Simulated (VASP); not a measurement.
# Al2BP3 (P6/mmm) in VASP: a series of runs

Al2BP3 is run at these levels: PBE; tasks: single point, relaxation of cell and atoms.

Program: VASP 6.6.1. These are calculated values, not measurements. Logs are shortened: lines on timing, memory, paths and dates and some standing lists are left out, and cuts for length are marked.

## Step 1: The cell of the first run

Symmetry: P6/mmm, No. 191, hexagonal system. The conventional cell has a = 5.869 Å, b = 5.869 Å, c = 3.239 Å, α = 90.00°, β = 90.00°, γ = 120.00°. Al (site symmetry -6m2) has 6 P at 2.34 Å within 3.1 Å. B (site symmetry 6/mmm) has 2 B at 3.24 Å and 12 P at 3.35 Å and 6 Al at 3.39 Å within 4.3 Å. Within 3.1 Å of P (site symmetry mmm) lie 4 Al at 2.34 Å and 4 P at 2.93 Å.

The cell was generated, and may not be a known phase.

## Step 2: Single point, PBE

Contents of INCAR:

```
SYSTEM = Al2BP3
ALGO     = Normal         ! electronic algorithm
EDIFF    = 1E-7           ! SCF threshold, eV
ENCUT    = 520            ! plane-wave cutoff, eV
GGA      = PE             ! functional
ISIF     = 2              ! what is computed and relaxed
ISMEAR   = 0              ! smearing method
LASPH    = .True.         ! aspherical terms in the spheres
LCHARG   = .False.        ! write CHGCAR
LREAL    = .False.        ! projectors in reciprocal space
LWAVE    = .False.        ! write WAVECAR
NBANDS   = 21             ! bands
NELM     = 100            ! most SCF steps
PREC     = Accurate       ! precision mode
SIGMA    = 0.1            ! smearing width, eV
```

Contents of KPOINTS:

```
k-points
0
Gamma
  3 3 6
  0 0 0
```

Contents of POSCAR:

```
Al2BP3
1.0
    5.8693446800      0.0000000000      0.0000000000
   -2.9346723400      5.0830015900      0.0000000000
    0.0000000000      0.0000000000      3.2390367900
Al B P
2 1 3
Direct
    0.3333333300      0.6666666700      0.0000000000
    0.6666666700      0.3333333300      0.0000000000
    0.0000000000      0.0000000000      0.0000000000
    0.5000000000      0.0000000000      0.5000000000
    0.5000000000      0.5000000000      0.5000000000
    0.0000000000      0.5000000000      0.5000000000
```

Potentials or basis: VASP PAW PBE potentials, release 64 (Al, B, P).

Launch:

```console
> cat potpaw_PBE.64/Al/POTCAR potpaw_PBE.64/B/POTCAR potpaw_PBE.64/P/POTCAR > POTCAR
> mpirun -np 1 vasp_std > vasp.out
```

OUTCAR:

```text
SYSTEM = Al2BP3
   EDIFF = 1E-7
   ENCUT = 520
   GGA = PE
   ISIF = 2
   ISMEAR = 0
   LASPH = .True.
   LREAL = .False.
   NELM = 100
   PREC = Accurate

 ion  position               nearest neighbor table
   1  0.333  0.667  0.000-   4 2.34   4 2.34   6 2.34   6 2.34   5 2.34   5 2.34
   2  0.667  0.333  0.000-   4 2.34   4 2.34   6 2.34   6 2.34   5 2.34   5 2.34
   3  0.000  0.000  0.000-
   4  0.500  0.000  0.500-   1 2.34   2 2.34   1 2.34   2 2.34   5 2.93   6 2.93   5 2.93   6 2.93

   5  0.500  0.500  0.500-   1 2.34   2 2.34   1 2.34   2 2.34   4 2.93   4 2.93   6 2.93   6 2.93

   6  0.000  0.500  0.500-   1 2.34   2 2.34   1 2.34   2 2.34   4 2.93   4 2.93   5 2.93   5 2.93

  LATTYP: Found a hexagonal cell.
 ALAT       =     5.8693446800
 C/A-ratio  =     0.5518566325

  Lattice vectors:

 A1 = (   5.8693446800,   0.0000000000,   0.0000000000)
 A2 = (  -2.9346723400,   5.0830015900,   0.0000000000)
 A3 = (   0.0000000000,   0.0000000000,   3.2390367900)

Analysis of symmetry for initial positions (statically):
=====================================================================
 Subroutine PRICEL returns:
 Original cell was already a primitive cell.

 Routine SETGRP: Setting up the symmetry group for a
 hexagonal supercell.

 Subroutine GETGRP returns: Found 24 space group operations
 (whereof 24 operations were pure point group operations)
 out of a pool of 24 trial point group operations.

The static configuration has the point symmetry D_6h.

Analysis of symmetry for dynamics (positions and initial velocities):
=====================================================================
 Subroutine PRICEL returns:
 Original cell was already a primitive cell.

 Routine SETGRP: Setting up the symmetry group for a
 hexagonal supercell.

 Subroutine GETGRP returns: Found 24 space group operations
 (whereof 24 operations were pure point group operations)
 out of a pool of 24 trial point group operations.

The dynamic configuration has the point symmetry D_6h.

 Subroutine INISYM returns: Found 24 space group operations
 (whereof 24 operations are pure point group operations),
 and found     1 'primitive' translations

----------------------------------------------------------------------------------------

                                     Primitive cell

  volume of cell :      96.6331

  direct lattice vectors                    reciprocal lattice vectors
     5.869344680  0.000000000  0.000000000     0.170376772  0.098367075  0.000000000
    -2.934672340  5.083001590  0.000000000     0.000000000  0.196734151  0.000000000
     0.000000000  0.000000000  3.239036790     0.000000000  0.000000000  0.308733758

  length of vectors
     5.869344680  5.869344674  3.239036790     0.196734150  0.196734151  0.308733758

  position of ions in fractional coordinates (direct lattice)
     0.333333330  0.666666670  0.000000000
     0.666666670  0.333333330  0.000000000
     0.000000000  0.000000000  0.000000000
     0.500000000  0.000000000  0.500000000
     0.500000000  0.500000000  0.500000000
     1.000000000  0.500000000  0.500000000

  ion indices of the primitive-cell ions
   primitive index   ion index
                 1           1
                 2           2
                 3           3
                 4           4
                 5           5
                 6           6

----------------------------------------------------------------------------------------

 KPOINTS: k-points

Automatic generation of k-mesh.
 Grid dimensions read from file:
 generate k-points for:    3    3    6

 Generating k-lattice:

  Cartesian coordinates                     Fractional coordinates (reciprocal lattice)
     0.056792257  0.032789025  0.000000000     0.333333333 -0.000000000  0.000000000
     0.000000000  0.065578050  0.000000000     0.000000000  0.333333333  0.000000000
     0.000000000  0.000000000  0.051455626     0.000000000  0.000000000  0.166666667

  Length of vectors
     0.065578050  0.065578050  0.051455626

  Shift w.r.t. Gamma in fractional coordinates (k-lattice)
     0.000000000  0.000000000  0.000000000

 Subroutine IBZKPT returns following result:
 ===========================================

 Found     12 irreducible k-points:

 Following reciprocal coordinates:
            Coordinates               Weight
  0.000000  0.000000  0.000000      1.000000
  0.333333  0.000000  0.000000      6.000000
  0.333333  0.333333  0.000000      2.000000
  0.000000  0.000000  0.166667      2.000000
  0.333333  0.000000  0.166667     12.000000
  0.333333  0.333333  0.166667      4.000000
  0.000000  0.000000  0.333333      2.000000
  0.333333  0.000000  0.333333     12.000000
  0.333333  0.333333  0.333333      4.000000
  0.000000  0.000000  0.500000      1.000000
  0.333333  0.000000  0.500000      6.000000
  0.333333  0.333333  0.500000      2.000000
   k-points           NKPTS =     12   k-points in BZ     NKDIM =     12   number of bands    NBANDS=     21
   number of dos      NEDOS =    301   number of ions     NIONS =      6
   total plane-waves  NPLWV =  55296
   dimension x,y,z NGX =    48 NGY =   48 NGZ =   24
   dimension x,y,z NGXF=    96 NGYF=   96 NGZF=   48
   ions per type =               2   1   3
   NGX,Y,Z   is equivalent  to a cutoff of  13.60, 13.60, 12.32 a.u.
   NGXF,Y,Z  is equivalent  to a cutoff of  27.19, 27.19, 24.64 a.u.
 SYSTEM =  Al2BP3
   PREC   = accura    normal or accurate (medium, high low for compatibility)
   ISTART =      0    job   : 0-new  1-cont  2-samecut
   ICHARG =      2    charge: 1-file 2-atom 10-const
   ISPIN  =      1    spin polarized calculation?
   LNONCOLLINEAR =      F non collinear calculations
   LSORBIT =      F    spin-orbit coupling
   LASPH  =      T    aspherical Exc in radial PAW
   ENCUT  =  520.0 eV  38.22 Ry    6.18 a.u.  10.91 10.91  6.02*2*pi/ulx,y,z
   NELM   =    100;   NELMIN=  2; NELMDL= -5     # of ELM steps
   EDIFF  = 0.1E-06   stopping-criterion for ELM
   LREAL  =      F    real-space projection
   EDIFFG = 0.1E-05   stopping-criterion for IOM
   NSW    =      0    number of steps for IOM
   IBRION =     -1    ionic relax: 0-MD 1-quasi-New 2-CG
   NFREE  =      0    steps in history (QN), initial steepest desc. (CG)
   ISIF   =      2    stress and relaxation
   ISYM   =      2    0-nonsym 1-usesym 2-fastsym
   POTIM  = 0.5000    time-step for ionic-motion
   TEBEG  =    0.0;   TEEND  =   0.0 temperature during run
   PSTRESS=    0.0 pullay stress
   NELECT =      24.0000    total number of electrons
   NUPDOWN=      -1.0000    fix difference up-down
   EMIN   =  10.00;   EMAX   =-10.00  energy-range for DOS
   EFERMI =   0.00;   METHOD = LEGACY
   ISMEAR =     0;   SIGMA  =   0.10  broadening in eV -4-tet -1-fermi 0-gaus
   EFERMI_NEDOS =   21; number of points for ismear=-14 and -15
   IALGO  =     38    algorithm
   IMIX   =      4    mixing-type and parameters
     AMIX     =   0.40;   BMIX     =  1.00
     AMIX_MAG =   1.60;   BMIX_MAG =  1.00
  volume/ion in A,a.u.               =      16.11       108.69
  Fermi-wavevector in a.u.,A,eV,Ry     =   1.029050  1.944623 14.407819  1.058945
  Thomas-Fermi vector in A             =   2.163078
   LORBIT       =      0    0 simple, 1 ext, 2 COOP (PROOUT), +10 PAW based schemes
   GGA     = PE    functional components
   LHFCALC =     F    Hartree Fock is set to
   AEXX    =    0.0000 exact exchange contribution
   IVDW    =     0    specifies the selected vdW correction
   LEPSILON=     F    determine dielectric tensor
   LRPA    =     F    only Hartree local field effects (RPA)
 non-spin polarized calculation
 Gauss-broadening in eV      SIGMA  =   0.10
  energy-cutoff  :      520.00
  volume of cell :       96.63
 maximum number of plane-waves:      2622
 NGX is ok and might be reduce to    48
   NGX = 21   NGY = 21   NGZ = 13

 number of electron      23.9999996 magnetization

 Free energy of the ion-electron system (eV)
  ---------------------------------------------------
  ext. energy  EPLUGINS =         0.00000000
  ---------------------------------------------------
  free energy    TOTEN  =       -24.00896375 eV

  energy without entropy =      -23.99565836  energy(sigma->0) =      -24.00231106

 E-fermi :   6.4839     XC(G=0): -10.1910

 val. band max:        6.4464188493   @ k =   0.3333   0.0000   0.3333
 cond. band min:       6.7058538246   @ k =   0.3333   0.3333   0.5000
 fundamental gap:      0.2594349753
 Fermi energy:         6.4839477782

 k-point     1 :       0.0000    0.0000    0.0000
  band No.  band energies     occupation
      1      -7.5931      2.00000
      2      -3.8533      2.00000
      3      -3.8533      2.00000
      4      -2.3587      2.00000
      5       1.0313      2.00000
      6       1.3836      2.00000
[... 13 lines left out ...]
     20      11.9514      0.00000
     21      11.9514      0.00000

 k-point     2 :       0.3333    0.0000    0.0000
  band No.  band energies     occupation
      1      -7.1477      2.00000
      2      -5.4455      2.00000
      3      -3.9691      2.00000
      4      -0.7983      2.00000
      5       0.5287      2.00000
      6       2.5042      2.00000
[... 13 lines left out ...]
     20      11.6773      0.00000
     21      12.5037      0.00000

 k-point     3 :       0.3333    0.3333    0.0000
  band No.  band energies     occupation
      1      -6.4226      2.00000
      2      -6.4226      2.00000
      3      -4.1851      2.00000
      4       0.3660      2.00000
      5       1.0983      2.00000
      6       1.0983      2.00000
[... 13 lines left out ...]
     20      13.2246      0.00000
     21      13.2246      0.00000

 k-point     4 :       0.0000    0.0000    0.1667
  band No.  band energies     occupation
      1      -7.2684      2.00000
      2      -3.5502      2.00000
      3      -3.5502      2.00000
      4      -2.0528      2.00000
      5       1.1071      2.00000
      6       1.7043      2.00000
[... 13 lines left out ...]
     20      12.3158      0.00000
     21      12.3158      0.00000

 k-point     5 :       0.3333    0.0000    0.1667
  band No.  band energies     occupation
      1      -6.8255      2.00000
      2      -5.1313      2.00000
      3      -3.6642      2.00000
      4      -0.4941      2.00000
      5       0.7895      2.00000
      6       2.6174      2.00000
[... 13 lines left out ...]
     20      12.4299      0.00000
     21      13.0717      0.00000

 k-point     6 :       0.3333    0.3333    0.1667
  band No.  band energies     occupation
      1      -6.1041      2.00000
      2      -6.1041      2.00000
      3      -3.8747      2.00000
      4       0.6455      2.00000
      5       1.3831      2.00000
      6       1.3831      2.00000
[... 13 lines left out ...]
     20      12.7288      0.00000
     21      14.0090      0.00000

 k-point     7 :       0.0000    0.0000    0.3333
  band No.  band energies     occupation
      1      -6.3932      2.00000
      2      -2.7387      2.00000
      3      -2.7387      2.00000
      4      -1.2572      2.00000
      5      -0.7382      2.00000
      6       2.2666      2.00000
[... 13 lines left out ...]
     20      11.5360      0.00000
     21      13.3799      0.00000

 k-point     8 :       0.3333    0.0000    0.3333
  band No.  band energies     occupation
      1      -5.9593      2.00000
      2      -4.2907      2.00000
      3      -2.8451      2.00000
      4      -0.2797      2.00000
      5       0.3665      2.00000
      6       1.3545      2.00000
[... 13 lines left out ...]
     20      12.3684      0.00000
     21      13.2884      0.00000

 k-point     9 :       0.3333    0.3333    0.3333
  band No.  band energies     occupation
      1      -5.2514      2.00000
      2      -5.2514      2.00000
      3      -3.0310      2.00000
      4       0.5244      2.00000
      5       0.5244      2.00000
      6       1.2107      2.00000
[... 13 lines left out ...]
     20      12.2145      0.00000
     21      13.1691      0.00000

 k-point    10 :       0.0000    0.0000    0.5000
  band No.  band energies     occupation
      1      -5.6822      2.00000
      2      -2.0927      2.00000
      3      -2.0927      2.00000
      4      -2.0817      2.00000
      5      -0.6680      2.00000
      6       1.5246      2.00000
[... 13 lines left out ...]
     20      11.9399      0.00000
     21      14.6413      0.00000

 k-point    11 :       0.3333    0.0000    0.5000
  band No.  band energies     occupation
      1      -5.2614      2.00000
      2      -3.6220      2.00000
      3      -2.1879      2.00000
      4      -1.5935      2.00000
      5       0.0748      2.00000
      6       1.0844      2.00000
[... 13 lines left out ...]
     20      12.4408      0.00000
     21      12.7636      0.00000

 k-point    12 :       0.3333    0.3333    0.5000
  band No.  band energies     occupation
      1      -4.5717      2.00000
      2      -4.5717      2.00000
      3      -2.3286      2.00000
      4      -0.8120      2.00000
      5      -0.8120      2.00000
      6       0.6967      2.00000
[... 13 lines left out ...]
     20      11.1094      0.00000
     21      12.8051      0.00000

------------------------ aborting loop because EDIFF is reached ----------------------------------------

  FORCE on cell =-STRESS in cart. coord.  units (eV):
  Direction    XX          YY          ZZ          XY          YZ          ZX
  --------------------------------------------------------------------------------------
  -------------------------------------------------------------------------------------
  Total        6.6177110      6.6177110     12.8425252      0.0000000     -0.0000000      0.0000000
  in kB      109.7217285    109.7217282    212.9292232      0.0000000     -0.0000000      0.0000000
  external PRESSURE =     144.1242266 kB  Pullay stress =       0.0000000 kB

 VOLUME and BASIS-vectors are now :
 -----------------------------------------------------------------------------
  energy-cutoff  :      520.00
  volume of cell :       96.63
      direct lattice vectors                 reciprocal lattice vectors
     5.869344680  0.000000000  0.000000000     0.170376772  0.098367075  0.000000000
    -2.934672340  5.083001590  0.000000000     0.000000000  0.196734151  0.000000000
     0.000000000  0.000000000  3.239036790     0.000000000  0.000000000  0.308733758

 POSITION                                       TOTAL-FORCE (eV/Angst)
 -----------------------------------------------------------------------------------
     -0.00000      3.38867      0.00000        -0.000000      0.000000      0.000000
      2.93467      1.69433      0.00000         0.000000     -0.000000      0.000000
      0.00000      0.00000      0.00000         0.000000      0.000000      0.000000
      2.93467      0.00000      1.61952         0.000000      0.000000      0.000000
      1.46734      2.54150      1.61952         0.000000      0.000000      0.000000
     -1.46734      2.54150      1.61952         0.000000      0.000000      0.000000
 -----------------------------------------------------------------------------------
    total drift:                               -0.000000      0.000000     -0.000000

  FREE ENERGIE OF THE ION-ELECTRON SYSTEM (eV)
  ---------------------------------------------------
  free  energy   TOTEN  =       -24.0089637549 eV

  energy  without entropy=      -23.9956583553  energy(sigma->0) =      -24.00231106
```

Run time: 32 s. Hardware: 1 thread of AMD EPYC 7R13, shared host; peak memory 0.19 GiB.

Results:

- Free energy: -24.0090 eV
- Pressure: 14.4 GPa
- Band gap on the k mesh: zero (bands 12 and 13 overlap by 1.65 eV)

Levels at points of the mesh, in eV from the Fermi level:
| k point | band 10 | band 11 | band 12 | band 13 | band 14 | band 15 |
| --- | --- | --- | --- | --- | --- | --- |
| (0.00, 0.00, 0.00) | 0.72 | 0.75 | 0.75 | 2.01 | 2.17 | 3.34 |
| (0.00, 0.00, 0.50) | -3.07 | -2.64 | -0.73 | -0.65 | -0.65 | 2.51 |

Caveat: the k points lie up to 0.41 Å⁻¹ apart, too coarse for converged energies and pressures of a metal.

## Step 3: Single point, PBE

This run uses another cell than the first one, of 18.64 Å³/atom.

Contents of INCAR:

```
SYSTEM = Al2BP3
PREC = Accurate
ENCUT = 520
EDIFF = 1E-6
ISMEAR = 0
SIGMA = 0.1
LREAL = .FALSE.
LASPH = .TRUE.
NELM = 100
ALGO = Normal
ISIF = 2
LWAVE = .FALSE.
LCHARG = .FALSE.
GGA = PE
NBANDS = 21
```

Contents of KPOINTS:

```
regular mesh
0
G
  3 3 6
  0 0 0
```

Contents of POSCAR:

```
Al2BP3
1.0
    6.1399087113      0.0000000000      0.0000000000
   -3.0699543557      5.3173169209      0.0000000000
    0.0000000000      0.0000000000      3.4258032440
Al B P
2 1 3
Direct
    0.3333333333      0.6666666667      0.0000000000
    0.6666666667      0.3333333333      0.0000000000
    0.0000000000      0.0000000000      0.0000000000
    0.5000000000      0.0000000000      0.5000000000
    0.5000000000      0.5000000000      0.5000000000
    0.0000000000      0.5000000000      0.5000000000
```

Potentials or basis: VASP PAW PBE potentials, release 64 (Al, B, P).

Launch:

```console
> cat potpaw_PBE.64/Al/POTCAR potpaw_PBE.64/B/POTCAR potpaw_PBE.64/P/POTCAR > POTCAR
> mpirun -np 1 vasp_std > vasp.out
```

Wall time 36 s (1 thread of AMD EPYC 7R13, shared host); peak memory 0.21 GiB.

The run converged. Its results:

| Item | Value |
| --- | --- |
| Free energy | -24.6403 eV |
| Pressure | 0.1 GPa |
| Band gap on the k mesh | zero (bands 12 and 13 overlap by 1.59 eV) |

Stress tensor (GPa, compression positive):
```
0.05 0.00 0.00
0.00 0.05 0.00
0.00 0.00 0.13
```

Levels at points of the mesh, in eV from the Fermi level:
| k point | band 9 | band 10 | band 11 | band 12 | band 13 | band 14 | band 15 | band 16 |
| --- | --- | --- | --- | --- | --- | --- | --- | --- |
| (0.00, 0.00, 0.00) | 0.45 | 0.45 | 0.60 | 0.60 | 1.63 | 1.71 | 2.77 | 2.77 |
| (0.00, 0.00, 0.50) | -2.70 | -2.65 | -2.65 | -0.49 | -0.38 | -0.38 | 2.10 | 2.10 |

Caveat: the k points lie up to 0.39 Å⁻¹ apart, too coarse for converged energies and pressures of a metal.

(Continued in part 2 of 2.)

The gap in the log of VASP goes by the Fermi energy; the results here count the filled bands.